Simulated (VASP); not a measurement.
# SrCl2 (P-3m1) in VASP: notebook, part 2 of 2

VASP 6.6.1. Earlier steps stand in the parts before.

## (3) Single point, PBE (29.81 Å³/atom)

This run uses another cell than the first one, of 29.81 Å³/atom.

INCAR

```
  PREC = Accurate
  ENCUT = 500
  EDIFF = 1E-6
  ISMEAR = 0
  SIGMA = 0.01
  LREAL = False
  LASPH = True
  NELM = 120
  ALGO = Normal
  ISIF = 2
  LWAVE = False
  LCHARG = False
  GGA = PE
  NBANDS = 19
  GGA_COMPAT = False
```

KPOINTS

```
regular mesh
0
Gamma
  6 6 2
```

POSCAR

```
SrCl2
1.0
    4.3325353520      0.0000000000      0.0000000000
   -2.1662676760      3.7520856776      0.0000000000
    0.0000000000      0.0000000000      5.5011980445
Sr Cl
1 2
Direct
    0.0000000000      0.0000000000      0.0000000000
    0.3333333333      0.6666666667      0.2486950226
    0.6666666667      0.3333333333      0.7513049774
```

Potentials or basis: VASP PAW PBE potentials, release 64 (Sr_sv, Cl).

The run is started by

```bash
> cat potpaw_PBE.64/Sr_sv/POTCAR potpaw_PBE.64/Cl/POTCAR > POTCAR
> mpirun -np 1 vasp_std > vasp.out
```

OUTCAR:

```text
PREC = Accurate
   ENCUT = 500
   EDIFF = 1E-6
   ISMEAR = 0
   LREAL = False
   LASPH = True
   NELM = 120
   ISIF = 2
   GGA = PE

 ion  position               nearest neighbor table
   1  0.000  0.000  0.000-   2 2.85   3 2.85   2 2.85   3 2.85   3 2.85   2 2.85
   2  0.333  0.667  0.249-   1 2.85   1 2.85   1 2.85
   3  0.667  0.333  0.751-   1 2.85   1 2.85   1 2.85

  LATTYP: Found a hexagonal cell.
 ALAT       =     4.3325353520
 C/A-ratio  =     1.2697410633

  Lattice vectors:

 A1 = (   4.3325353520,   0.0000000000,   0.0000000000)
 A2 = (  -2.1662676760,   3.7520856776,   0.0000000000)
 A3 = (   0.0000000000,   0.0000000000,   5.5011980445)

Analysis of symmetry for initial positions (statically):
=====================================================================
 Subroutine PRICEL returns:
 Original cell was already a primitive cell.

 Routine SETGRP: Setting up the symmetry group for a
 hexagonal supercell.

 Subroutine GETGRP returns: Found 12 space group operations
 (whereof 12 operations were pure point group operations)
 out of a pool of 24 trial point group operations.

The static configuration has the point symmetry D_3d.

Analysis of symmetry for dynamics (positions and initial velocities):
=====================================================================
 Subroutine PRICEL returns:
 Original cell was already a primitive cell.

 Routine SETGRP: Setting up the symmetry group for a
 hexagonal supercell.

 Subroutine GETGRP returns: Found 12 space group operations
 (whereof 12 operations were pure point group operations)
 out of a pool of 24 trial point group operations.

The dynamic configuration has the point symmetry D_3d.
[... 102 lines left out ...]
   NUPDOWN=      -1.0000    fix difference up-down
   EMIN   =  10.00;   EMAX   =-10.00  energy-range for DOS
   EFERMI =   0.00;   METHOD = LEGACY
   ISMEAR =     0;   SIGMA  =   0.01  broadening in eV -4-tet -1-fermi 0-gaus
   EFERMI_NEDOS =   21; number of points for ismear=-14 and -15
   IALGO  =     38    algorithm
   IMIX   =      4    mixing-type and parameters
     AMIX     =   0.40;   BMIX     =  1.00
     AMIX_MAG =   1.60;   BMIX_MAG =  1.00
  volume/ion in A,a.u.               =      29.81       201.16
  Fermi-wavevector in a.u.,A,eV,Ry     =   1.055977  1.995508 15.171690  1.115088
  Thomas-Fermi vector in A             =   2.191196
   LORBIT       =      0    0 simple, 1 ext, 2 COOP (PROOUT), +10 PAW based schemes
   GGA     = PE    functional components
   LHFCALC =     F    Hartree Fock is set to
   AEXX    =    0.0000 exact exchange contribution
   IVDW    =     0    specifies the selected vdW correction
   LEPSILON=     F    determine dielectric tensor
   LRPA    =     F    only Hartree local field effects (RPA)
 non-spin polarized calculation
 Gauss-broadening in eV      SIGMA  =   0.01
  energy-cutoff  :      500.00
  volume of cell :       89.43
 maximum number of plane-waves:      2292
 NGX is ok and might be reduce to    32
   NGX = 15   NGY = 15   NGZ = 21

 number of electron      24.0000004 magnetization

 Free energy of the ion-electron system (eV)
  ---------------------------------------------------
  ext. energy  EPLUGINS =         0.00000000
  ---------------------------------------------------
  free energy    TOTEN  =       -12.53142805 eV

  energy without entropy =      -12.53142805  energy(sigma->0) =      -12.53142805

 E-fermi :  -0.3435     XC(G=0):  -8.0107

 val. band max:       -0.4527658498   @ k =   0.0000   0.0000   0.0000
 cond. band min:       4.8715088903   @ k =   0.0000   0.0000   0.0000
 fundamental gap:      5.3242747402
 Fermi energy:        -0.3434975548

 k-point     1 :       0.0000    0.0000    0.0000
  band No.  band energies     occupation
      1     -32.9385      2.00000
      2     -15.3046      2.00000
      3     -14.9343      2.00000
      4     -14.9343      2.00000
      5     -13.4972      2.00000
      6     -12.6364      2.00000
[... 285 lines left out ...]
      6     -12.8600      2.00000
[... 11 lines left out ...]
     18       8.5946      0.00000
     19       9.8794      0.00000

------------------------ aborting loop because EDIFF is reached ----------------------------------------

  FORCE on cell =-STRESS in cart. coord.  units (eV):
  Direction    XX          YY          ZZ          XY          YZ          ZX
  --------------------------------------------------------------------------------------
  -------------------------------------------------------------------------------------
  Total        1.9594630      1.9594630      1.5757170      0.0000000      0.0000000     -0.0000000
  in kB       35.1055272     35.1055272     28.2303753      0.0000000      0.0000000     -0.0000000
  external PRESSURE =      32.8138099 kB  Pullay stress =       0.0000000 kB

 VOLUME and BASIS-vectors are now :
 -----------------------------------------------------------------------------
  energy-cutoff  :      500.00
  volume of cell :       89.43
      direct lattice vectors                 reciprocal lattice vectors
     4.332535352  0.000000000  0.000000000     0.230811735  0.133259217  0.000000000
    -2.166267676  3.752085678  0.000000000     0.000000000  0.266518434  0.000000000
     0.000000000  0.000000000  5.501198044     0.000000000  0.000000000  0.181778586

 POSITION                                       TOTAL-FORCE (eV/Angst)
 -----------------------------------------------------------------------------------
      0.00000      0.00000      0.00000        -0.000000      0.000000      0.000000
     -0.00000      2.50139      1.36812         0.000000      0.000000      0.255375
      2.16627      1.25070      4.13308         0.000000      0.000000     -0.255375
 -----------------------------------------------------------------------------------
    total drift:                               -0.000000      0.000000     -0.000000

  FREE ENERGIE OF THE ION-ELECTRON SYSTEM (eV)
  ---------------------------------------------------
  free  energy   TOTEN  =       -12.5314280452 eV

  energy  without entropy=      -12.5314280452  energy(sigma->0) =      -12.53142805
```

stdout:

```text
POSCAR found type information on POSCAR SrCl
 POSCAR found :  2 types and       3 ions
 scaLAPACK will be used
 LDA part: xc-table for (Slater+PW92), standard interpolation
 POSCAR, INCAR and KPOINTS ok, starting setup
 FFT: planning ... GRIDC
 FFT: planning ... GRID_SOFT
 FFT: planning ... GRID
 WAVECAR not read
 entering main loop
```

Run time: 30 s. Hardware: 1 thread of Intel Xeon 8259CL, shared host; peak memory 0.2 GiB.

What came out:

```yaml
Free_energy: -12.5314 eV
Pressure: 3.3 GPa
Largest_force: 0.255 eV/Å
Band_gap_on_the_k_mesh: 5.32 eV
```

Forces on the atoms (eV/Å):
```
Sr   0.000  0.000  0.000
Cl   0.000  0.000  0.255
Cl   0.000  0.000 -0.255
```

Levels at points of the mesh, in eV from the valence-band top:
```tsv
k point	band 8	band 9	band 10	band 11	band 12	band 13	band 14	band 15	band 16	band 17
(0.00, 0.00, 0.00)	-1.57	-1.57	-0.46	-0.46	0.00	5.32	6.74	6.74	7.58	7.64
(0.50, 0.00, 0.00)	-1.10	-1.04	-1.02	-1.00	-0.88	5.44	7.09	8.24	8.33	9.01
(0.00, 0.00, 0.50)	-1.43	-1.38	-1.04	-0.66	-0.66	6.46	6.46	6.78	7.43	8.14
(0.50, 0.00, 0.50)	-1.66	-1.33	-0.77	-0.61	-0.30	6.19	7.68	7.90	8.19	8.60
```

Caveat: the k points lie up to 0.57 Å⁻¹ apart. A k mesh can miss the band edges.

## (4) Single point, PBE

This run uses another cell than the first one, of 31.38 Å³/atom.

INCAR

```
SYSTEM = SrCl2
  PREC = Accurate
  ENCUT = 500
  EDIFF = 1E-6
  ISMEAR = 0
  SIGMA = 0.01
  LREAL = .False.
  LASPH = .True.
  NELM = 120
  ALGO = Normal
  ISIF = 2
  LWAVE = .False.
  LCHARG = .True.
  GGA = PE
  LELF = .True.
  LVHAR = .True.
  NBANDS = 19
  GGA_COMPAT = .False.
```

KPOINTS

```
regular mesh
0
Gamma
  6 6 2
  0 0 0
```

POSCAR

```
SrCl2
1.0
    4.4072489198      0.0000000000      0.0000000000
   -2.2036244599      3.8167895254      0.0000000000
    0.0000000000      0.0000000000      5.5960649295
Sr Cl
1 2
Direct
    0.0000000000      0.0000000000      0.0000000000
    0.3333333333      0.6666666667      0.2486950226
    0.6666666667      0.3333333333      0.7513049774
```

The run is started by

```bash
> cat potpaw_PBE.64/Sr_sv/POTCAR potpaw_PBE.64/Cl/POTCAR > POTCAR
> mpirun -np 1 vasp_std > vasp.out
```

It took 40 s on 1 thread of Intel Xeon 8259CL, shared host; peak memory 0.2 GiB.

It converged, with:

- Free energy: -12.5989 eV
- Pressure: 1.3 GPa
- Largest force: 0.024 eV/Å
- Band gap on the k mesh: 5.16 eV

Forces on the atoms (eV/Å):
```
Sr   0.000  0.000  0.000
Cl   0.000  0.000  0.024
Cl   0.000  0.000 -0.024
```

Levels at points of the mesh, in eV from the valence-band top:
```
           k point  band 9  band 10  band 11  band 12  band 13  band 14  band 15  band 16
(0.00, 0.00, 0.00)   -1.45    -0.45    -0.45     0.00     5.16     6.69     6.69     7.41
(0.50, 0.00, 0.00)   -0.97    -0.96    -0.94    -0.80     5.46     7.00     8.09     8.15
(0.00, 0.00, 0.50)   -1.30    -0.94    -0.63    -0.63     6.43     6.43     6.62     7.24
(0.50, 0.00, 0.50)   -1.23    -0.76    -0.57    -0.29     6.14     7.53     7.82     8.03
```

Caveat: the k points lie up to 0.56 Å⁻¹ apart.

## (5) Single point, PBE (32.95 Å³/atom)

This run uses another cell than the first one, of 32.95 Å³/atom.

INCAR

```
PREC     = Accurate       # precision mode
ENCUT    = 500            # plane-wave cutoff, eV
EDIFF    = 1E-6           # SCF threshold, eV
ISMEAR   = 0              # smearing method
SIGMA    = 0.01           # smearing width, eV
LREAL    = False          # projectors in reciprocal space
LASPH    = True           # aspherical terms in the spheres
NELM     = 120            # most SCF steps
ALGO     = Normal         # electronic algorithm
ISIF     = 2              # what is computed and relaxed
LWAVE    = False          # write WAVECAR
LCHARG   = True           # write CHGCAR
GGA      = PE             # functional
LELF     = True           # ELF
LVHAR    = True         
NBANDS   = 19             # bands
GGA_COMPAT= False
```

KPOINTS

```
regular mesh
0
Gamma
  6 6 2
```

POSCAR

```
SrCl2
1.0
    4.4795117457      0.0000000000      0.0000000000
   -2.2397558728      3.8793709683      0.0000000000
    0.0000000000      0.0000000000      5.6878200069
Sr Cl
1 2
Direct
    0.0000000000      0.0000000000      0.0000000000
    0.3333333333      0.6666666667      0.2486950226
    0.6666666667      0.3333333333      0.7513049774
```

The run is started by

```bash
> cat potpaw_PBE.64/Sr_sv/POTCAR potpaw_PBE.64/Cl/POTCAR > POTCAR
> mpirun -np 1 vasp_std > vasp.out
```

It took 40 s on 1 thread of Intel Xeon 8259CL, shared host; peak memory 0.22 GiB.

Results (log left out):

| Quantity | Value |
| --- | --- |
| Free energy | -12.6145 eV |
| Pressure | -0.3 GPa |
| Largest force | 0.167 eV/Å |
| Band gap on the k mesh | 5.01 eV |

Forces on the atoms (eV/Å):
```
Sr   0.000  0.000  0.000
Cl   0.000  0.000 -0.167
Cl   0.000  0.000  0.167
```

Stress tensor (GPa, compression positive):
```
-0.45  0.00  0.00
 0.00 -0.45  0.00
 0.00  0.00  0.12
```

Levels at points of the mesh, in eV from the valence-band top:
| k point | band 10 | band 11 | band 12 | band 13 | band 14 | band 15 |
| --- | --- | --- | --- | --- | --- | --- |
| (0.00, 0.00, 0.00) | -0.44 | -0.44 | 0.00 | 5.01 | 6.62 | 6.62 |
| (0.50, 0.00, 0.00) | -0.89 | -0.88 | -0.73 | 5.47 | 6.90 | 7.94 |
| (0.00, 0.00, 0.50) | -0.86 | -0.60 | -0.60 | 6.39 | 6.39 | 6.46 |
| (0.50, 0.00, 0.50) | -0.74 | -0.53 | -0.29 | 6.08 | 7.39 | 7.74 |

Caveat: the k points lie up to 0.55 Å⁻¹ apart. A k mesh can miss the band edges.

## (6) Single point, PBE (34.52 Å³/atom)

This run uses another cell than the first one, of 34.52 Å³/atom.

INCAR

```
ALGO     = Normal         # electronic algorithm
EDIFF    = 1E-6           # SCF threshold, eV
ENCUT    = 500            # plane-wave cutoff, eV
GGA      = PE             # functional
GGA_COMPAT= False        
ISIF     = 2              # what is computed and relaxed
ISMEAR   = 0              # smearing method
LASPH    = True           # aspherical terms in the spheres
LCHARG   = True           # write CHGCAR
LELF     = True           # ELF
LREAL    = False          # projectors in reciprocal space
LVHAR    = True         
LWAVE    = False          # write WAVECAR
NBANDS   = 19             # bands
NELM     = 120            # most SCF steps
PREC     = Accurate       # precision mode
SIGMA    = 0.01           # smearing width, eV
```

KPOINTS

```
k-points
0
Gamma
  6 6 2
```

POSCAR

```
SrCl2
1.0
    4.5495154238      0.0000000000      0.0000000000
   -2.2747577119      3.9399959319      0.0000000000
    0.0000000000      0.0000000000      5.7767065516
Sr Cl
1 2
Direct
    0.0000000000      0.0000000000      0.0000000000
    0.3333333333      0.6666666667      0.2486950226
    0.6666666667      0.3333333333      0.7513049774
```

Potentials or basis: VASP PAW PBE potentials, release 64 (Sr_sv, Cl).

The run is started by

```bash
> cat potpaw_PBE.64/Sr_sv/POTCAR potpaw_PBE.64/Cl/POTCAR > POTCAR
> mpirun -np 1 vasp_std > vasp.out
```

Wall time 50 s (1 thread of Intel Xeon 8259CL, shared host); peak memory 0.22 GiB.

The run converged. Its results:

| Quantity | Value |
| --- | --- |
| Free energy | -12.5902 eV |
| Pressure | -1.4 GPa |
| Largest force | 0.325 eV/Å |
| Band gap on the k mesh | 4.86 eV |

Forces in eV/Å, atoms in the order of the input:
```
Sr   0.000  0.000  0.000
Cl   0.000  0.000 -0.325
Cl   0.000  0.000  0.325
```

Stress tensor (GPa, compression positive):
```
-1.77  0.00  0.00
 0.00 -1.77  0.00
 0.00  0.00 -0.79
```

Levels at points of the mesh, in eV from the valence-band top:
| k point | band 8 | band 9 | band 10 | band 11 | band 12 | band 13 | band 14 | band 15 | band 16 | band 17 |
| --- | --- | --- | --- | --- | --- | --- | --- | --- | --- | --- |
| (0.00, 0.00, 0.00) | -1.26 | -1.26 | -0.43 | -0.43 | 0.00 | 4.86 | 6.55 | 6.55 | 7.10 | 7.49 |
| (0.50, 0.00, 0.00) | -0.96 | -0.91 | -0.83 | -0.82 | -0.67 | 5.46 | 6.80 | 7.80 | 7.81 | 8.11 |
| (0.00, 0.00, 0.50) | -1.14 | -1.14 | -0.78 | -0.58 | -0.58 | 6.29 | 6.34 | 6.34 | 6.91 | 7.37 |
| (0.50, 0.00, 0.50) | -1.41 | -1.07 | -0.72 | -0.49 | -0.28 | 6.02 | 7.25 | 7.66 | 7.73 | 7.80 |

Caveat: the k points lie up to 0.54 Å⁻¹ apart.

## (7) Summary

| cell | gap on the mesh (eV) | pressure (GPa) | largest force (eV/Å) |
| --- | --- | --- | --- |
| a = 4.255, b = 4.255, c = 5.403 Å, angles 90.0, 90.0, 120.0°, 3 atoms | 5.41 | 5.9 | 0.54 |
| a = 4.333, b = 4.333, c = 5.501 Å, angles 90.0, 90.0, 120.0°, 3 atoms | 5.32 | 3.3 | 0.26 |
| a = 4.407, b = 4.407, c = 5.596 Å, angles 90.0, 90.0, 120.0°, 3 atoms | 5.16 | 1.3 | 0.02 |
| a = 4.480, b = 4.480, c = 5.688 Å, angles 90.0, 90.0, 120.0°, 3 atoms | 5.01 | -0.3 | 0.17 |
| a = 4.550, b = 4.550, c = 5.777 Å, angles 90.0, 90.0, 120.0°, 3 atoms | 4.86 | -1.4 | 0.33 |

Alike in all rows: task single point; level PBE; potentials or basis VASP PAW PBE potentials, release 64 (Sr_sv, Cl); no spin polarisation; k mesh 6 × 6 × 2; cutoff (eV) 500; smearing gaussian 0.01 eV.

Caveats: all runs use coarse meshes.

Absolute energies hang on the potentials; compare differences alone.
